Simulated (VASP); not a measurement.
Here is a VASP 6.6.1 calculation.

File INCAR:

```
SYSTEM = TaN
  ALGO = Normal
  EDIFF = 1E-8
  ENCUT = 520
  GGA = PS
  ISIF = 2
  ISMEAR = -1
  LASPH = .True.
  LCHARG = .False.
  LEFG = .True.
  LREAL = .False.
  LWAVE = .False.
  NBANDS = 24
  NELM = 80
  PREC = Accurate
  SIGMA = 0.01
```

Contents of KPOINTS:

```
k-points
0
Gamma
  11 11 6
  0 0 0
```

The input POSCAR:

```
TaN
1.0
    3.0581283054      0.0000000000      0.0000000000
   -1.5290641527      2.6484168005      0.0000000000
    0.0000000000      0.0000000000      4.9343389905
Ta N
2 2
Direct
    0.0000000000      0.0000000000      0.0000000000
    0.0000000000      0.0000000000      0.5000000000
    0.3333333333      0.6666666667      0.2500000000
    0.6666666667      0.3333333333      0.7500000000
```

Potentials or basis: VASP PAW PBE potentials, release 64 (Ta_pv, N).

Command:

```sh
$ cat potpaw_PBE.64/Ta_pv/POTCAR potpaw_PBE.64/N/POTCAR > POTCAR
$ mpirun -np 1 vasp_std > vasp.out
```

Task: What does it give for the band gap on the k mesh?

Result: Zero (band 16 reaches 10.33 eV, above the bottom of band 17 at 7.76 eV).

Task: What does it give for the pressure?

Result: 44.8 GPa.

Electric field gradients, principal values (V/Å²):
| atom | least | middle | greatest (by size) |
| --- | --- | --- | --- |
| 1 Ta | 85.239 | 85.240 | -170.479 |
| 2 Ta | 85.239 | 85.240 | -170.479 |
| 3 N | -3.095 | -3.096 | 6.192 |
| 4 N | -3.095 | -3.096 | 6.192 |

Caveat: without QUAD_EFG the Cq values of the log hold for a quadrupole moment of 1 mb, not for the nuclei; the PAW data sets were made with another functional, which shifts forces and pressure a little; spin-orbit coupling is left out, which moves the levels of the heavy elements.
